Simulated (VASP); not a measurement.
A run of VASP 6.6.1 is set up as follows.

Contents of INCAR:

```
SYSTEM = CaS
ALGO = Normal
EDIFF = 1E-7
EDIFFG = -0.01
ENCUT = 500
GGA = PE
GGA_COMPAT = .False.
IBRION = 2
ISIF = 3
ISMEAR = 0
LASPH = .True.
LCHARG = .False.
LREAL = .False.
LWAVE = .False.
NELM = 120
NELMIN = 4
NSW = 100
PREC = Accurate
SIGMA = 0.02
```

The input KPOINTS:

```
k-points
0
Gamma
  8 8 8
  0 0 0
```

The input POSCAR:

```
CaS
1.0
    0.0000000000      2.8523743200      2.8523743200
    2.8523743200      0.0000000000      2.8523743200
    2.8523743200      2.8523743200      0.0000000000
Ca S
1 1
Direct
    0.0000000000      0.0000000000      0.0000000000
    0.5000000000      0.5000000000      0.5000000000
```

Potentials or basis: VASP PAW PBE potentials, release 64 (Ca_sv, S).

The run is started by

```sh
$ cat potpaw_PBE.64/Ca_sv/POTCAR potpaw_PBE.64/S/POTCAR > POTCAR
$ mpirun -np 1 vasp_std > vasp.out
```

**Question.** What does it give for the space group after relaxing (to 0.05 Å)?

**Answer.** Fm-3m (No. 225).

**Question.** What does it give for the relaxed cell?

**Answer.** a = 4.042 Å, b = 4.042 Å, c = 4.042 Å, α = 60.00°, β = 60.00°, γ = 60.00°.

**Question.** Estimate the band gap on the k mesh.

**Answer.** 2.38 eV, indirect (least direct gap 3.18 eV).

Final structure:
```cif
data_structure
_symmetry_space_group_name_H-M 'P 1'
_symmetry_Int_Tables_number 1
_cell_length_a 4.0422
_cell_length_b 4.0422
_cell_length_c 4.0422
_cell_angle_alpha 60.000
_cell_angle_beta 60.000
_cell_angle_gamma 60.000
_cell_volume 46.70
loop_
_atom_site_label
_atom_site_type_symbol
_atom_site_fract_x
_atom_site_fract_y
_atom_site_fract_z
_atom_site_occupancy
Ca1 Ca 0.00000 0.00000 0.00000 1
S1 S 0.50000 0.50000 0.50000 1
```

A k mesh can miss the band edges. Expect the measured gap to be larger: semilocal functionals such as PBE lack the derivative discontinuity.
